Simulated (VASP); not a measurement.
# TiO2 (P2_1/c) in VASP: single point with r2SCAN

Aim: the single point of TiO2 with r2SCAN.

All numbers are computed with VASP 6.6.1; they aren't measurements. Logs are shortened: lines on timing, memory, paths and dates and some standing lists are left out, and cuts for length are marked.

### 1 The cell of the first run

It takes space group P2_1/c (No. 14, monoclinic). The conventional cell has a = 4.804 Å, b = 4.866 Å, c = 5.041 Å, α = 90.00°, β = 99.88°, γ = 90.00°. Ti (site symmetry 1) has 7 O at 1.86 to 2.22 Å within 2.5 Å. O (site symmetry 1) has 4 Ti at 1.99 to 2.22 Å and 8 O at 2.41 to 2.80 Å within 2.8 Å. Within 2.5 Å of O (site symmetry 1) lie 3 Ti at 1.86 to 2.03 Å and 2 O at 2.41 to 2.43 Å.

### 2 Single point, r2SCAN

Input file POSCAR:

```
TiO2
1.0
    4.8040124759      0.0000000000     -0.0016561622
    0.0000000000      4.8661213081      0.0000000000
   -0.8630369928      0.0000000000      4.9662637556
Ti O
4 8
Direct
    0.2770023645      0.4455126414      0.7145424965
    0.7229976355      0.9455126414      0.7854575035
    0.7229976355      0.5544873586      0.2854575035
    0.2770023645      0.0544873586      0.2145424965
    0.4463054598      0.7420254003      0.9633571886
    0.5536945402      0.2420254003      0.5366428114
    0.5536945402      0.2579745997      0.0366428114
    0.4463054598      0.7579745997      0.4633571886
    0.0635040139      0.3223115323      0.3522448144
    0.9364959861      0.8223115323      0.1477551856
    0.9364959861      0.6776884677      0.6477551856
    0.0635040139      0.1776884677      0.8522448144
```

Input file INCAR.step1:

```
SYSTEM = TiO2
PREC     = Accurate       ! precision mode
ENCUT    = 520            ! plane-wave cutoff, eV
ISMEAR   = 0              ! smearing method
SIGMA    = 0.02           ! smearing width, eV
LREAL    = .FALSE.        ! projectors in reciprocal space
LASPH    = .TRUE.         ! aspherical terms in the spheres
NELM     = 80             ! most SCF steps
NBANDS   = 60             ! bands
GGA      = PE             ! functional
ALGO     = Normal         ! electronic algorithm
EDIFF    = 1E-4           ! SCF threshold, eV
LWAVE    = .TRUE.         ! write WAVECAR
LCHARG   = .FALSE.        ! write CHGCAR
```

Input file INCAR.step2:

```
SYSTEM = TiO2
PREC     = Accurate       ! precision mode
ENCUT    = 520            ! plane-wave cutoff, eV
EDIFF    = 1E-6           ! SCF threshold, eV
ISMEAR   = 0              ! smearing method
SIGMA    = 0.02           ! smearing width, eV
LREAL    = .FALSE.        ! projectors in reciprocal space
LASPH    = .TRUE.         ! aspherical terms in the spheres
NELM     = 80             ! most SCF steps
ALGO     = Normal         ! electronic algorithm
ISIF     = 2              ! what is computed and relaxed
LWAVE    = .FALSE.        ! write WAVECAR
LCHARG   = .TRUE.         ! write CHGCAR
METAGGA  = R2SCAN         ! meta-GGA
LMIXTAU  = .TRUE.       
LELF     = .TRUE.         ! ELF
LVHAR    = .TRUE.       
NBANDS   = 60             ! bands
ISTART   = 1
```

Input file KPOINTS:

```
regular mesh
0
G
  6 6 6
  0 0 0
```

Potentials or basis: VASP PAW PBE potentials, release 64 (Ti_sv, O).

Run with:

```
$ cat potpaw_PBE.64/Ti_sv/POTCAR potpaw_PBE.64/O/POTCAR > POTCAR
$ cp INCAR.step1 INCAR
$ mpirun -np 1 vasp_std > vasp.out
$ cp INCAR.step2 INCAR
$ mpirun -np 1 vasp_std > vasp.out
```

OUTCAR:

```text
SYSTEM = TiO2
   PREC = Accurate
   ENCUT = 520
   EDIFF = 1E-6
   ISMEAR = 0
   LREAL = .FALSE.
   LASPH = .TRUE.
   NELM = 80
   ISIF = 2
   METAGGA = R2SCAN
   ISTART = 1

 ion  position               nearest neighbor table
   1  0.277  0.446  0.715-  12 1.86  11 1.97   6 1.99   5 1.99   9 2.03   7 2.12   8 2.22
   2  0.723  0.946  0.785-  11 1.86  12 1.97   5 1.99   6 1.99  10 2.03   8 2.12   7 2.22
   3  0.723  0.554  0.285-  10 1.86   9 1.97   8 1.99   7 1.99  11 2.03   5 2.12   6 2.22
   4  0.277  0.054  0.215-   9 1.86  10 1.97   7 1.99   8 1.99  12 2.03   6 2.12   5 2.22
   5  0.446  0.742  0.963-   2 1.99   1 1.99   3 2.12   4 2.22
   6  0.554  0.242  0.537-   1 1.99   2 1.99   4 2.12   3 2.22
   7  0.554  0.258  0.037-   4 1.99   3 1.99   1 2.12   2 2.22
   8  0.446  0.758  0.463-   3 1.99   4 1.99   2 2.12   1 2.22
   9  0.064  0.322  0.352-   4 1.86   3 1.97   1 2.03
  10  0.936  0.822  0.148-   3 1.86   4 1.97   2 2.03
  11  0.936  0.678  0.648-   2 1.86   1 1.97   3 2.03
  12  0.064  0.178  0.852-   1 1.86   2 1.97   4 2.03

  LATTYP: Found a simple monoclinic cell.
 ALAT       =     4.8040127614
 B/A-ratio  =     1.0129284725
 C/A-ratio  =     1.0492676631
 COS(beta)  =    -0.1715535253

  Lattice vectors:

 A1 = (   4.8040124759,   0.0000000000,  -0.0016561622)
 A2 = (   0.0000000000,   4.8661213081,   0.0000000000)
 A3 = (  -0.8630369928,   0.0000000000,   4.9662637556)

Analysis of symmetry for initial positions (statically):
=====================================================================
 Subroutine PRICEL returns:
 Original cell was already a primitive cell.

 Routine SETGRP: Setting up the symmetry group for a
 simple monoclinic supercell.

 Subroutine GETGRP returns: Found  4 space group operations
 (whereof  2 operations were pure point group operations)
 out of a pool of  4 trial point group operations.

The static configuration has the point symmetry S_2 .
 The point group associated with its full space group is C_2h.

Analysis of symmetry for dynamics (positions and initial velocities):
=====================================================================
 Subroutine PRICEL returns:
 Original cell was already a primitive cell.

 Routine SETGRP: Setting up the symmetry group for a
 simple monoclinic supercell.

 Subroutine GETGRP returns: Found  4 space group operations
 (whereof  2 operations were pure point group operations)
 out of a pool of  4 trial point group operations.

The dynamic configuration has the point symmetry S_2 .
 The point group associated with its full space group is C_2h.

 Subroutine INISYM returns: Found  4 space group operations
 (whereof  2 operations are pure point group operations),
 and found     1 'primitive' translations

----------------------------------------------------------------------------------------

                                     Primitive cell

  volume of cell :     116.0889

  direct lattice vectors                    reciprocal lattice vectors
     4.804012476  0.000000000 -0.001656162     0.208171798  0.000000000  0.036176081
     0.000000000  4.866121308  0.000000000     0.000000000  0.205502481  0.000000000
    -0.863036993  0.000000000  4.966263756     0.000069422  0.000000000  0.201370681

  length of vectors
     4.804012761  4.866121308  5.040695244     0.211291756  0.205502481  0.201370693

  position of ions in fractional coordinates (direct lattice)
     0.277002364  0.445512641  0.714542497
     0.722997636  0.945512641  0.785457503
     0.722997636  0.554487359  0.285457503
     0.277002364  0.054487359  0.214542497
     0.446305460  0.742025400  0.963357189
     0.553694540  0.242025400  0.536642811
     0.553694540  0.257974600  0.036642811
     0.446305460  0.757974600  0.463357189
     0.063504014  0.322311532  0.352244814
     0.936495986  0.822311532  0.147755186
     0.936495986  0.677688468  0.647755186
     0.063504014  0.177688468  0.852244814

  ion indices of the primitive-cell ions
   primitive index   ion index
                 1           1
                 2           2
                 3           3
                 4           4
                 5           5
                 6           6
                 7           7
                 8           8
                 9           9
                10          10
                11          11
                12          12

----------------------------------------------------------------------------------------

 KPOINTS: regular mesh

Automatic generation of k-mesh.
 Grid dimensions read from file:
 generate k-points for:    6    6    6

 Generating k-lattice:

  Cartesian coordinates                     Fractional coordinates (reciprocal lattice)
     0.034695300  0.000000000  0.006029347     0.166666667  0.000000000  0.000000000
     0.000000000  0.034250413  0.000000000     0.000000000  0.166666667  0.000000000
     0.000011570  0.000000000  0.033561780     0.000000000  0.000000000  0.166666667

  Length of vectors
     0.035215293  0.034250413  0.033561782

  Shift w.r.t. Gamma in fractional coordinates (k-lattice)
     0.000000000  0.000000000  0.000000000

 Subroutine IBZKPT returns following result:
 ===========================================

 Found     80 irreducible k-points:

 Following reciprocal coordinates:
            Coordinates               Weight
  0.000000  0.000000  0.000000      1.000000
  0.166667  0.000000  0.000000      2.000000
  0.333333  0.000000  0.000000      2.000000
  0.500000  0.000000  0.000000      1.000000
  0.000000  0.166667  0.000000      2.000000
  0.166667  0.166667  0.000000      4.000000
[... 16 lines left out ...]
 -0.000000  0.166667  0.166667      4.000000
  0.166667  0.166667  0.166667      4.000000
 [... further k-points ...]
   k-points           NKPTS =     80   k-points in BZ     NKDIM =     80   number of bands    NBANDS=     60
   number of dos      NEDOS =    301   number of ions     NIONS =     12
   total plane-waves  NPLWV =  51840
   dimension x,y,z NGX =    36 NGY =   36 NGZ =   40
   dimension x,y,z NGXF=    72 NGYF=   72 NGZF=   80
   ions per type =               4   8
   NGX,Y,Z   is equivalent  to a cutoff of  12.46, 12.30, 13.19 a.u.
   NGXF,Y,Z  is equivalent  to a cutoff of  24.92, 24.60, 26.38 a.u.
 SYSTEM =  TiO2
   PREC   = accura    normal or accurate (medium, high low for compatibility)
   ISTART =      1    job   : 0-new  1-cont  2-samecut
   ICHARG =      0    charge: 1-file 2-atom 10-const
   ISPIN  =      1    spin polarized calculation?
   LNONCOLLINEAR =      F non collinear calculations
   LSORBIT =      F    spin-orbit coupling
   LASPH  =      T    aspherical Exc in radial PAW
   ENCUT  =  520.0 eV  38.22 Ry    6.18 a.u.   8.93  9.05  9.37*2*pi/ulx,y,z
   NELM   =     80;   NELMIN=  2; NELMDL=  0     # of ELM steps
   EDIFF  = 0.1E-05   stopping-criterion for ELM
   LREAL  =      F    real-space projection
   EDIFFG = 0.1E-04   stopping-criterion for IOM
   NSW    =      0    number of steps for IOM
   IBRION =     -1    ionic relax: 0-MD 1-quasi-New 2-CG
   NFREE  =      0    steps in history (QN), initial steepest desc. (CG)
   ISIF   =      2    stress and relaxation
   ISYM   =      2    0-nonsym 1-usesym 2-fastsym
   POTIM  = 0.5000    time-step for ionic-motion
   TEBEG  =    0.0;   TEEND  =   0.0 temperature during run
   PSTRESS=    0.0 pullay stress
   NELECT =      96.0000    total number of electrons
   NUPDOWN=      -1.0000    fix difference up-down
   EMIN   =  10.00;   EMAX   =-10.00  energy-range for DOS
   EFERMI =   0.00;   METHOD = LEGACY
   ISMEAR =     0;   SIGMA  =   0.02  broadening in eV -4-tet -1-fermi 0-gaus
   EFERMI_NEDOS =   21; number of points for ismear=-14 and -15
   IALGO  =     38    algorithm
   IMIX   =      4    mixing-type and parameters
     AMIX     =   0.40;   BMIX     =  1.00
     AMIX_MAG =   1.60;   BMIX_MAG =  1.00
  volume/ion in A,a.u.               =       9.67        65.28
  Fermi-wavevector in a.u.,A,eV,Ry     =   1.536626  2.903803 32.126360  2.361221
  Thomas-Fermi vector in A             =   2.643249
   LORBIT       =      0    0 simple, 1 ext, 2 COOP (PROOUT), +10 PAW based schemes
   METAGGA = R2SCAN    functional components
   LHFCALC =     F    Hartree Fock is set to
   AEXX    =    0.0000 exact exchange contribution
   IVDW    =     0    specifies the selected vdW correction
   LEPSILON=     F    determine dielectric tensor
   LRPA    =     F    only Hartree local field effects (RPA)
 non-spin polarized calculation
 Gauss-broadening in eV      SIGMA  =   0.02
  energy-cutoff  :      520.00
  volume of cell :      116.09
 maximum number of plane-waves:      3160
   NGX = 17   NGY = 19   NGZ = 19

 number of electron      95.9999994 magnetization

 Free energy of the ion-electron system (eV)
  ---------------------------------------------------
  ext. energy  EPLUGINS =         0.00000000
  ---------------------------------------------------
  free energy    TOTEN  =      -139.21095193 eV

  energy without entropy =     -139.21095193  energy(sigma->0) =     -139.21095193

 E-fermi :   5.6016     XC(G=0): -12.6495

 val. band max:        5.3826701559   @ k =   0.0000   0.0000   0.0000
 cond. band min:       8.1045386695   @ k =   0.5000   0.0000   0.0000
 fundamental gap:      2.7218685136
 Fermi energy:         5.6016111770

 k-point     1 :       0.0000    0.0000    0.0000
  band No.  band energies     occupation
      1     -53.4825      2.00000
      2     -53.4455      2.00000
      3     -53.4433      2.00000
      4     -53.4423      2.00000
      5     -28.8731      2.00000
      6     -28.8514      2.00000
[... 52 lines left out ...]
     59      10.4073      0.00000
     60      10.4110      0.00000

 k-point     2 :       0.1667    0.0000    0.0000
  band No.  band energies     occupation
      1     -53.4802      2.00000
      2     -53.4478      2.00000
      3     -53.4454      2.00000
      4     -53.4403      2.00000
      5     -28.8566      2.00000
      6     -28.8496      2.00000
[... 52 lines left out ...]
     59      10.2698      0.00000
     60      10.3515      0.00000

 k-point     3 :       0.3333    0.0000    0.0000
  band No.  band energies     occupation
      1     -53.4744      2.00000
      2     -53.4536      2.00000
      3     -53.4472      2.00000
      4     -53.4384      2.00000
      5     -28.8448      2.00000
      6     -28.8118      2.00000
[... 1312 lines left out ...]
     59      10.2481      0.00000
     60      10.3968      0.00000

 k-point    24 :       0.1667    0.1667    0.1667
  band No.  band energies     occupation
      1     -53.4746      2.00000
      2     -53.4520      2.00000
      3     -53.4471      2.00000
      4     -53.4400      2.00000
      5     -28.8298      2.00000
      6     -28.8179      2.00000
[... 52 lines left out ...]
     59      10.2485      0.00000
     60      10.3983      0.00000

 [... further k-points ...]

------------------------ aborting loop because EDIFF is reached ----------------------------------------

  FORCE on cell =-STRESS in cart. coord.  units (eV):
  Direction    XX          YY          ZZ          XY          YZ          ZX
  --------------------------------------------------------------------------------------
  -------------------------------------------------------------------------------------
  Total        1.4876433      1.4442852      1.2981867      0.0000000      0.0000000     -0.0070210
  in kB       20.5313999     19.9330021     17.9166551      0.0000000      0.0000000     -0.0968995
  external PRESSURE =      19.4603524 kB  Pullay stress =       0.0000000 kB

 VOLUME and BASIS-vectors are now :
 -----------------------------------------------------------------------------
  energy-cutoff  :      520.00
  volume of cell :      116.09
      direct lattice vectors                 reciprocal lattice vectors
     4.804012476  0.000000000 -0.001656162     0.208171798  0.000000000  0.036176081
     0.000000000  4.866121308  0.000000000     0.000000000  0.205502481  0.000000000
    -0.863036993  0.000000000  4.966263756     0.000069422  0.000000000  0.201370681

 POSITION                                       TOTAL-FORCE (eV/Angst)
 -----------------------------------------------------------------------------------
      0.71405      2.16792      3.54815         0.032251      0.088391     -0.042987
      2.79541      4.60098      3.89959        -0.032251      0.088391      0.042987
      3.22693      2.69820      1.41646        -0.032251     -0.088391      0.042987
      1.14556      0.26514      1.06502         0.032251     -0.088391     -0.042987
      1.31264      3.61079      4.78355        -0.049077      0.016799      0.044691
      2.19681      1.17772      2.66419         0.049077      0.016799     -0.044691
      2.62833      1.25534      0.18106         0.049077     -0.016799     -0.044691
      1.74416      3.68840      2.30041        -0.049077     -0.016799      0.044691
      0.00107      1.56841      1.74924        -0.040795      0.039196      0.016968
      4.37142      4.00147      0.73224         0.040795      0.039196     -0.016968
      3.93990      3.29771      3.21537         0.040795     -0.039196     -0.016968
     -0.43044      0.86465      4.23237        -0.040795     -0.039196      0.016968
 -----------------------------------------------------------------------------------
    total drift:                                0.000000      0.000000      0.000000

  FREE ENERGIE OF THE ION-ELECTRON SYSTEM (eV)
  ---------------------------------------------------
  free  energy   TOTEN  =      -139.2109519299 eV

  energy  without entropy=     -139.2109519299  energy(sigma->0) =     -139.21095193
```

Wall time 61 min (1 thread of Oxide Virtual Turin-like, shared host); peak memory 0.47 GiB.

What came out:

| Item | Value |
| --- | --- |
| Free energy | -139.2110 eV |
| Pressure | 1.9 GPa |
| Largest force | 0.103 eV/Å |
| Band gap on the k mesh | 2.72 eV (least direct gap 2.82 eV) |

Forces in eV/Å, atoms in the order of the input:
```
Ti   0.032  0.088 -0.043
Ti  -0.032  0.088  0.043
Ti  -0.032 -0.088  0.043
Ti   0.032 -0.088 -0.043
O   -0.049  0.017  0.045
O    0.049  0.017 -0.045
O    0.049 -0.017 -0.045
O   -0.049 -0.017  0.045
O   -0.041  0.039  0.017
O    0.041  0.039 -0.017
O    0.041 -0.039 -0.017
O   -0.041 -0.039  0.017
```

Stress tensor (GPa, compression positive):
```
 2.05  0.00 -0.01
 0.00  1.99  0.00
-0.01  0.00  1.79
```

Levels at points of the mesh, in eV from the valence-band top:
```csv
k point,band 45,band 46,band 47,band 48,band 49,band 50,band 51,band 52
"(0.00, 0.00, 0.00)",-0.71,-0.60,-0.05,0.00,2.85,2.95,3.33,3.45
"(0.50, 0.00, 0.00)",-0.87,-0.78,-0.54,-0.10,2.72,3.26,3.27,3.42
"(0.00, 0.50, 0.00)",-0.96,-0.96,-0.38,-0.38,3.26,3.26,3.59,3.59
"(0.50, 0.50, 0.00)",-1.00,-1.00,-0.78,-0.78,3.10,3.10,3.37,3.37
"(0.00, 0.00, 0.50)",-1.09,-1.09,-0.43,-0.43,3.06,3.06,3.26,3.26
"(0.50, 0.00, 0.50)",-1.11,-1.11,-0.66,-0.66,2.77,2.77,3.68,3.68
"(0.00, 0.50, 0.50)",-1.14,-1.14,-0.88,-0.88,3.09,3.09,3.22,3.22
"(0.50, 0.50, 0.50)",-1.21,-1.21,-0.95,-0.95,2.97,2.97,3.31,3.31
```

Caveat: the PAW data sets were made with another functional, which shifts forces and pressure a little.
